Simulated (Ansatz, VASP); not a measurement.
**Hf2SnTe2 in VASP and in Ansatz**

INCAR

```
  PREC = Accurate
  ENCUT = 600
  EDIFF = 1E-6
  ISMEAR = 0
  SIGMA = 0.1
  LREAL = False
  LASPH = True
  NELM = 60
  ALGO = Fast
  ISIF = 3
  LWAVE = False
  LCHARG = False
  GGA = PE
  IBRION = 2
  NSW = 90
  EDIFFG = -0.04
```

Contents of KPOINTS:

```
Automatic mesh
0
Gamma
  6 6 6
```

POSCAR

```
Hf2SnTe2
1.0
   -2.2706866000      2.2706866000      5.4543594400
    2.2706866000     -2.2706866000      5.4543594400
    2.2706866000      2.2706866000     -5.4543594400
Hf Sn Te
2 1 2
Direct
    0.7500000000      0.2500000000      0.5000000000
    0.2500000000      0.7500000000      0.5000000000
    0.0000000000      0.0000000000      0.0000000000
    0.3750000000      0.3750000000      0.0000000000
    0.6250000000      0.6250000000      0.0000000000
```

Input for Ansatz:

```yaml
crystal:
  lattice:
    - [-2.2706866, 2.2706866, 5.45435944]
    - [2.2706866, -2.2706866, 5.45435944]
    - [2.2706866, 2.2706866, -5.45435944]
  atoms:
    - { symbol: Hf, position: [0.75, 0.25, 0.5] }
    - { symbol: Hf, position: [0.25, 0.75, 0.5] }
    - { symbol: Sn, position: [0.0, 0.0, 0.0] }
    - { symbol: Te, position: [0.375, 0.375, 0.0] }
    - { symbol: Te, position: [0.625, 0.625, 0.0] }
basis:
  ecutwfc: 420
kpoints:
  mp_grid: { grid: [6, 6, 6] }
hamiltonian:
  xc: pbe
scf:
  occupations: { method: gaussian, width: 0.1 }
  lower_state_search: "off"
output:
  forces: true
  stress: true
  eigenvalues: true
relax:
  adjacent_minimum: "off"
  f_tol: 0.04
  max_steps: 70
  cell: { stress_tol: 0.4 }
```

Change from the starting cell: species swapped into the PrNi2P2 type (I4/mmm, No. 139).

Alike in both runs: task relaxation of cell and atoms; functional PBE; k mesh 6 × 6 × 6; occupations gaussian, width 0.1 eV; no spin polarisation.

```csv
,VASP,Ansatz
version,VASP 6.6.1,Ansatz 0.2.0
potentials or method,"VASP PAW PBE potentials, release 64 (Hf_pv, Sn_d, Te), cutoff 600 eV","scalar-relativistic, plane waves, PAW"
valence electrons in the cell,46,98
```

```tsv
	VASP	Ansatz	Ansatz less VASP
gap on the k mesh at the Fermi level, each at its own relaxed structure (eV)	none	none	-
relaxed volume (Å³/atom)	27.83	27.90	+0.072
relaxed cell length with the largest relative difference (Å)	6.395	6.438	+0.0423
```

A gap of «none» marks a metal or a gap that the smearing closes. VASP's potentials hold 46 valence electrons a cell and Ansatz's 98, so a difference there can come from the potentials and not from the codes.

Spin-orbit coupling is off throughout. Noted on VASP's run: the volume moved by over 15 % at a fixed basis, so the end points are rough.
